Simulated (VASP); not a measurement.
# W4C in VASP: relaxation of the atoms with PBE

Aim: the relaxation of the atoms of W4C with PBE.

Everything below comes from runs of VASP 6.6.1. Logs are shortened: lines on timing, memory, paths and dates and some standing lists are left out, and cuts for length are marked.

## Step 1: The cell of the first run

The cell holds a slab with vacuum, 5 atoms: a = 3.184 Å, b = 3.184 Å, c = 20.143 Å, α = 90.00°, β = 90.00°, γ = 90.00°.

## Step 2: Relaxation of the atoms, PBE

Contents of INCAR:

```
PREC = Accurate
ENCUT = 520
EDIFF = 1E-7
ISMEAR = 0
SIGMA = 0.1
LREAL = F
LASPH = T
NELM = 60
ALGO = Normal
ISIF = 2
LWAVE = F
LCHARG = F
LDIPOL = T
IDIPOL = 3
DIPOL = 0.5 0.5 0.362
GGA = PE
IBRION = 2
NSW = 36
EDIFFG = -0.025
```

Contents of KPOINTS:

```
Automatic mesh
0
Gamma
  8 8 1
```

Contents of POSCAR:

```
W4C
1.0
    3.1836991688      0.0000000000      0.0000000000
    0.0000000000      3.1836991688      0.0000000000
    0.0000000000      0.0000000000     20.1425775749
W C
4 1
Selective dynamics
Direct
    0.5000000000      0.5000000000      0.1985843165  F F F
    0.0000000000      0.0000000000      0.2776134069  F F F
    0.5000000000      0.5000000000      0.3599451800  F F F
    0.0000000000      0.0000000000      0.4290700901  F F F
    0.0000000000      0.0000000000      0.5472277584  F F T
```

Potentials or basis: VASP PAW PBE potentials, release 64 (W_sv, C).

Command:

```bash
$ cat potpaw_PBE.64/W_sv/POTCAR potpaw_PBE.64/C/POTCAR > POTCAR
$ mpirun -np 1 vasp_std > vasp.out
```

OUTCAR:

```text
PREC = Accurate
   ENCUT = 520
   EDIFF = 1E-7
   ISMEAR = 0
   LREAL = F
   LASPH = T
   NELM = 60
   ISIF = 2
   GGA = PE
   IBRION = 2
   NSW = 36
   EDIFFG = -0.025

 ion  position               nearest neighbor table
   1  0.500  0.500  0.199-   2 2.76   2 2.76   2 2.76   2 2.76   3 3.25
   2  0.000  0.000  0.278-   1 2.76   1 2.76   1 2.76   1 2.76   3 2.80   3 2.80   3 2.80   3 2.80
                             4 3.05
   3  0.500  0.500  0.360-   4 2.65   4 2.65   4 2.65   4 2.65   2 2.80   2 2.80   2 2.80   2 2.80
                             1 3.25
   4  0.000  0.000  0.429-   5 2.38   3 2.65   3 2.65   3 2.65   3 2.65   2 3.05
   5  0.000  0.000  0.547-   4 2.38

  LATTYP: Found a simple tetragonal cell.
 ALAT       =     3.1836991688
 C/A-ratio  =     6.3267841925

  Lattice vectors:

 A1 = (   3.1836991688,   0.0000000000,   0.0000000000)
 A2 = (   0.0000000000,   3.1836991688,   0.0000000000)
 A3 = (   0.0000000000,   0.0000000000,  20.1425775749)

Analysis of symmetry for initial positions (statically):
=====================================================================
 Subroutine PRICEL returns:
 Original cell was already a primitive cell.

 Routine SETGRP: Setting up the symmetry group for a
 simple tetragonal supercell.

 Subroutine GETGRP returns: Found  8 space group operations
 (whereof  8 operations were pure point group operations)
 out of a pool of 16 trial point group operations.

The static configuration has the point symmetry C_4v.

Analysis of symmetry for dynamics (positions and initial velocities):
=====================================================================
 Subroutine PRICEL returns:
 Original cell was already a primitive cell.

 Routine SETGRP: Setting up the symmetry group for a
 simple tetragonal supercell.

 Subroutine GETGRP returns: Found  8 space group operations
 (whereof  8 operations were pure point group operations)
 out of a pool of 16 trial point group operations.

The dynamic configuration has the point symmetry C_4v.

Analysis of constrained symmetry for selective dynamics:
=====================================================================
 Subroutine PRICEL returns:
 Original cell was already a primitive cell.

 Routine SETGRP: Setting up the symmetry group for a
 simple tetragonal supercell.

 Subroutine GETGRP returns: Found  8 space group operations
 (whereof  8 operations were pure point group operations)
 out of a pool of 16 trial point group operations.

The constrained configuration has the point symmetry C_4v.

 Subroutine INISYM returns: Found  8 space group operations
 (whereof  8 operations are pure point group operations),
 and found     1 'primitive' translations

----------------------------------------------------------------------------------------

                                     Primitive cell

  volume of cell :     204.1640

  direct lattice vectors                    reciprocal lattice vectors
     3.183699169  0.000000000  0.000000000     0.314100029  0.000000000  0.000000000
     0.000000000  3.183699169  0.000000000     0.000000000  0.314100029  0.000000000
     0.000000000  0.000000000 20.142577575     0.000000000  0.000000000  0.049646079

  length of vectors
     3.183699169  3.183699169 20.142577575     0.314100029  0.314100029  0.049646079

  position of ions in fractional coordinates (direct lattice)
     0.500000000  0.500000000  0.198584317
     0.000000000  0.000000000  0.277613407
     0.500000000  0.500000000  0.359945180
     0.000000000  0.000000000  0.429070090
     0.000000000  0.000000000  0.547227758

  ion indices of the primitive-cell ions
   primitive index   ion index
                 1           1
                 2           2
                 3           3
                 4           4
                 5           5

----------------------------------------------------------------------------------------

 KPOINTS: Automatic mesh

Automatic generation of k-mesh.
 Grid dimensions read from file:
 generate k-points for:    8    8    1

 Generating k-lattice:

  Cartesian coordinates                     Fractional coordinates (reciprocal lattice)
     0.039262504  0.000000000  0.000000000     0.125000000  0.000000000  0.000000000
     0.000000000  0.039262504  0.000000000     0.000000000  0.125000000  0.000000000
     0.000000000  0.000000000  0.049646079     0.000000000  0.000000000  1.000000000

  Length of vectors
     0.039262504  0.039262504  0.049646079

  Shift w.r.t. Gamma in fractional coordinates (k-lattice)
     0.000000000  0.000000000  0.000000000

 Subroutine IBZKPT returns following result:
 ===========================================

 Found     15 irreducible k-points:

 Following reciprocal coordinates:
            Coordinates               Weight
  0.000000  0.000000  0.000000      1.000000
  0.125000  0.000000  0.000000      4.000000
  0.250000  0.000000  0.000000      4.000000
  0.375000  0.000000  0.000000      4.000000
  0.500000  0.000000  0.000000      2.000000
  0.125000  0.125000  0.000000      4.000000
  0.250000  0.125000  0.000000      8.000000
  0.375000  0.125000  0.000000      8.000000
  0.500000  0.125000  0.000000      4.000000
  0.250000  0.250000  0.000000      4.000000
  0.375000  0.250000  0.000000      8.000000
  0.500000  0.250000  0.000000      4.000000
  0.375000  0.375000  0.000000      4.000000
  0.500000  0.375000  0.000000      4.000000
  0.500000  0.500000  0.000000      1.000000
   k-points           NKPTS =     15   k-points in BZ     NKDIM =     15   number of bands    NBANDS=     36
   number of dos      NEDOS =    301   number of ions     NIONS =      5
   total plane-waves  NPLWV =  86400
   dimension x,y,z NGX =    24 NGY =   24 NGZ =  150
   dimension x,y,z NGXF=    48 NGYF=   48 NGZF=  300
   ions per type =               4   1
   NGX,Y,Z   is equivalent  to a cutoff of  12.53, 12.53, 12.38 a.u.
   NGXF,Y,Z  is equivalent  to a cutoff of  25.06, 25.06, 24.76 a.u.
 SYSTEM =  unknown system
   PREC   = accura    normal or accurate (medium, high low for compatibility)
   ISTART =      0    job   : 0-new  1-cont  2-samecut
   ICHARG =      2    charge: 1-file 2-atom 10-const
   ISPIN  =      1    spin polarized calculation?
   LNONCOLLINEAR =      F non collinear calculations
   LSORBIT =      F    spin-orbit coupling
   LASPH  =      T    aspherical Exc in radial PAW
   ENCUT  =  520.0 eV  38.22 Ry    6.18 a.u.   5.92  5.92 37.45*2*pi/ulx,y,z
   NELM   =     60;   NELMIN=  2; NELMDL= -5     # of ELM steps
   EDIFF  = 0.1E-06   stopping-criterion for ELM
   LREAL  =      F    real-space projection
   EDIFFG = -.3E-01   stopping-criterion for IOM
   NSW    =     36    number of steps for IOM
   IBRION =      2    ionic relax: 0-MD 1-quasi-New 2-CG
   NFREE  =      1    steps in history (QN), initial steepest desc. (CG)
   ISIF   =      2    stress and relaxation
   ISYM   =      2    0-nonsym 1-usesym 2-fastsym
   POTIM  = 0.5000    time-step for ionic-motion
   TEBEG  =    0.0;   TEEND  =   0.0 temperature during run
   PSTRESS=    0.0 pullay stress
   NELECT =      60.0000    total number of electrons
   NUPDOWN=      -1.0000    fix difference up-down
   EMIN   =  10.00;   EMAX   =-10.00  energy-range for DOS
   EFERMI =   0.00;   METHOD = LEGACY
   ISMEAR =     0;   SIGMA  =   0.10  broadening in eV -4-tet -1-fermi 0-gaus
   EFERMI_NEDOS =   21; number of points for ismear=-14 and -15
   IALGO  =     38    algorithm
   IMIX   =      4    mixing-type and parameters
     AMIX     =   0.40;   BMIX     =  1.00
     AMIX_MAG =   1.60;   BMIX_MAG =  1.00
  volume/ion in A,a.u.               =      40.83       275.55
  Fermi-wavevector in a.u.,A,eV,Ry     =   1.088426  2.056827 16.118428  1.184671
  Thomas-Fermi vector in A             =   2.224607
   LORBIT       =      0    0 simple, 1 ext, 2 COOP (PROOUT), +10 PAW based schemes
   GGA     = PE    functional components
   LHFCALC =     F    Hartree Fock is set to
   AEXX    =    0.0000 exact exchange contribution
   IVDW    =     0    specifies the selected vdW correction
   LEPSILON=     F    determine dielectric tensor
   LRPA    =     F    only Hartree local field effects (RPA)
 conjugate gradient relaxation of ions
 non-spin polarized calculation
 Gauss-broadening in eV      SIGMA  =   0.10
  energy-cutoff  :      520.00
  volume of cell :      204.16
 maximum number of plane-waves:      5576
 NGX is ok and might be reduce to    24
   NGX = 11   NGY = 11   NGZ = 75

--------------------------------------- Ionic step        1  -------------------------------------------

 number of electron      59.9999992 magnetization

 Free energy of the ion-electron system (eV)
  ---------------------------------------------------
  ext. energy  EPLUGINS =         0.00000000
  ---------------------------------------------------
  free energy    TOTEN  =       -50.85278772 eV

  energy without entropy =      -50.79842740  energy(sigma->0) =      -50.82560756

------------------------ aborting loop because EDIFF is reached ----------------------------------------

  FORCE on cell =-STRESS in cart. coord.  units (eV):
  Direction    XX          YY          ZZ          XY          YZ          ZX
  --------------------------------------------------------------------------------------
  -------------------------------------------------------------------------------------
  Total       -5.9332533     -5.9332533     -9.7303814      0.0000000      0.0000000      0.0000000
  in kB      -46.5612229    -46.5612229    -76.3591968      0.0000000      0.0000000      0.0000000
  external PRESSURE =     -56.4938808 kB  Pullay stress =       0.0000000 kB
[... 98 lines left out ...]
  FREE ENERGIE OF THE ION-ELECTRON SYSTEM (eV)
  ---------------------------------------------------
  free  energy   TOTEN  =       -51.8373440947 eV

  energy  without entropy=      -51.7972311665  energy(sigma->0) =      -51.81728763

 dipolmoment           0.000000      0.000000     -0.406260 electrons x Angstroem

[... ionic steps 4 to 14 ...]

--------------------------------------- Ionic step       15  -------------------------------------------

 number of electron      59.9999991 magnetization

------------------------ aborting loop because EDIFF is reached ----------------------------------------

  FORCE on cell =-STRESS in cart. coord.  units (eV):
  Direction    XX          YY          ZZ          XY          YZ          ZX
  --------------------------------------------------------------------------------------
  -------------------------------------------------------------------------------------
  Total       -4.0706344     -4.0706344     -0.7495638      0.0000000      0.0000000      0.0000000
  in kB      -31.9443154    -31.9443154     -5.8822043      0.0000000      0.0000000      0.0000000
  external PRESSURE =     -23.2569450 kB  Pullay stress =       0.0000000 kB
[... 63 lines left out ...]
  energy  without entropy=      -52.0961256495  energy(sigma->0) =      -52.11876732

--------------------------------------- Ionic step       17  -------------------------------------------

 number of electron      59.9999991 magnetization

 dipolmoment           0.000000      0.000000      0.165937 electrons x Angstroem

 Free energy of the ion-electron system (eV)
  ---------------------------------------------------
  ext. energy  EPLUGINS =         0.00000000
  ---------------------------------------------------
  free energy    TOTEN  =       -52.14143583 eV

  energy without entropy =      -52.09622325  energy(sigma->0) =      -52.11882954

 E-fermi :   0.0762     XC(G=0):  -5.9489

 val. band max:        0.0496728171   @ k =   0.5000   0.5000   0.0000
 cond. band min:       0.0770649138   @ k =   0.2500   0.1250   0.0000
 fundamental gap:      0.0273920967
 Fermi energy:         0.0762432724

 k-point     1 :       0.0000    0.0000    0.0000
  band No.  band energies     occupation
      1     -73.8415      2.00000
      2     -73.7388      2.00000
      3     -73.6061      2.00000
      4     -72.9296      2.00000
      5     -38.2851      2.00000
      6     -38.1474      2.00000
[... 574 lines left out ...]
     35       2.9175      0.00000
     36       3.4794      0.00000

------------------------ aborting loop because EDIFF is reached ----------------------------------------

 vacuum level on the upper side and lower side of the slab       (xc-potential included)         1.328        -1.617

  FORCE on cell =-STRESS in cart. coord.  units (eV):
  Direction    XX          YY          ZZ          XY          YZ          ZX
  --------------------------------------------------------------------------------------
  -------------------------------------------------------------------------------------
  Total       -4.0585082     -4.0585082     -0.6733138      0.0000000      0.0000000     -0.0000000
  in kB      -31.8491553    -31.8491553     -5.2838323      0.0000000      0.0000000     -0.0000000
  external PRESSURE =     -22.9940477 kB  Pullay stress =       0.0000000 kB

 VOLUME and BASIS-vectors are now :
 -----------------------------------------------------------------------------
  energy-cutoff  :      520.00
  volume of cell :      204.16
      direct lattice vectors                 reciprocal lattice vectors
     3.183699169  0.000000000  0.000000000     0.314100029  0.000000000  0.000000000
     0.000000000  3.183699169  0.000000000     0.000000000  0.314100029  0.000000000
     0.000000000  0.000000000 20.142577575     0.000000000  0.000000000  0.049646079
[... 11 lines left out ...]
  FREE ENERGIE OF THE ION-ELECTRON SYSTEM (eV)
  ---------------------------------------------------
  free  energy   TOTEN  =       -52.1414358310 eV

  energy  without entropy=      -52.0962232483  energy(sigma->0) =      -52.11882954

 reached required accuracy - stopping structural energy minimisation

 vacuum level on the upper side and lower side of the slab         6.940         3.919
```

It took 11 min on 1 thread of Intel Xeon 6975P-C (Granite Rapids), shared host; peak memory 0.34 GiB.

Results:

```
Free energy               : -52.1414 eV
Energy gained by relaxing : 257.7 meV/atom
Ionic steps               : 17
Band gap on the k mesh    : zero (bands 30 and 31 overlap by 0.45 eV)
```

The path:
```csv
step,energy change (eV),largest force on free atoms (eV/Å),pressure (GPa)
1,0.0000,3.3799,-5.65
2,-0.5519,3.3109,-5.13
3,-0.9846,4.6099,0.32
4,-1.1338,2.0712,-3.81
5,-1.2881,0.1479,-2.20
6,-1.2885,0.0672,-2.34
7,-1.2885,0.0656,-2.34
8,-1.2886,0.0599,-2.33
9,-1.2886,0.0597,-2.33
10,-1.2886,0.0595,-2.33
11,-1.2886,0.0591,-2.33
12,-1.2886,0.0584,-2.33
13,-1.2886,0.0569,-2.33
14,-1.2886,0.0536,-2.33
15,-1.2886,0.0473,-2.33
16,-1.2886,0.0343,-2.32
17,-1.2886,0.0086,-2.30
```

Final structure:
```xyz
5
Lattice="3.1837 0.0000 0.0000 0.0000 3.1837 0.0000 0.0000 0.0000 20.1426" Properties=species:S:1:pos:R:3 pbc="T T T"
W     1.5918    1.5918    4.0000
W     0.0000    0.0000    5.5918
W     1.5918    1.5918    7.2502
W     0.0000    0.0000    8.6426
C     0.0000    0.0000   10.5200
```

Caveat: spin-orbit coupling is left out, which moves the levels of the heavy elements.
